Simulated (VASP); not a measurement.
LiCl, 2 atoms in the cell. The structure is tetragonal, space group I4/mmm (No. 139). Conventional cell: a = 3.555 Å, b = 3.555 Å, c = 5.130 Å, α = 90.00°, β = 90.00°, γ = 90.00°. Within 3.3 Å of Cl (site symmetry 4/mmm) lie 6 Li at 2.51 to 2.56 Å. Within 3.3 Å of Li (site symmetry 4/mmm) lie 6 Cl at 2.51 to 2.56 Å. 

| Item | Value |
| --- | --- |
| Program | VASP 6.6.1 |
| Task | single point |
| Functional | PBEsol |
| Potentials or basis | VASP PAW PBE potentials, release 64 (Cl, Li_sv) |
| Cutoff | 750 eV |
| k mesh | 8 × 8 × 8 |
| Occupations | fermi-dirac, width 0.05 eV |
| Spin | no spin polarisation |
| Dipole correction | no |
| Further INCAR settings | ALGO = Normal; EDIFF = 1e-06; NBANDS = 12 |

Potentials or basis: VASP PAW PBE potentials, release 64 (Cl, Li_sv).

The run is started by

```bash
$ cat potpaw_PBE.64/Cl/POTCAR potpaw_PBE.64/Li_sv/POTCAR > POTCAR
$ mpirun -np 1 vasp_std > vasp.out
```

Hardware: 1 thread of Intel Xeon 8259CL, with other jobs on the host.

Question: How long does it take, and how much memory?

Answer: Wall time 41 s on 1 thread of Intel Xeon 8259CL (shared host), peak memory 0.19 GiB. Counts: scf iterations 11, k points 59.
